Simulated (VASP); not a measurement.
A run of VASP 6.6.1 is set up as follows.

The input INCAR:

```
ALGO = Normal
EDIFF = 1E-7
ENCUT = 520
GGA = PS
ISIF = 2
ISMEAR = -1
LASPH = T
LCHARG = F
LREAL = F
LWAVE = F
NBANDS = 33
NELM = 60
PREC = Accurate
SIGMA = 0.02
```

The input KPOINTS:

```
k-points
0
Gamma
  6 6 8
```

The input POSCAR:

```
HfSnO4
1.0
    3.4180864094     -3.3923644242      0.0000000000
    3.4180864094      3.3923644242      0.0000000000
    0.0000000000      0.0000000000      3.1984408491
Hf Sn O
1 1 4
Direct
    0.5000000000      0.5000000000      0.5000000000
    0.0000000000      0.0000000000      0.0000000000
    0.1944631938      0.1944631938      0.5000000000
    0.8055368062      0.8055368062      0.5000000000
    0.6948224216      0.3051775784      0.0000000000
    0.3051775784      0.6948224216      0.0000000000
```

Potentials or basis: VASP PAW PBE potentials, release 64 (Hf_pv, Sn_d, O).

The run is started by

```console
$ cat potpaw_PBE.64/Hf_pv/POTCAR potpaw_PBE.64/Sn_d/POTCAR potpaw_PBE.64/O/POTCAR > POTCAR
$ mpirun -np 1 vasp_std > vasp.out
```

Question: Predict the pressure.

Answer: -1.1 GPa.

Question: Estimate the largest force.

Answer: 0.219 eV/Å.

Forces on the atoms (eV/Å):
```
Hf   0.000  0.000  0.000
Sn   0.000  0.000  0.000
O    0.183  0.000  0.000
O   -0.183  0.000  0.000
O    0.000  0.219  0.000
O    0.000 -0.219  0.000
```

Caveat: the PAW data sets were made with another functional, which shifts forces and pressure a little.
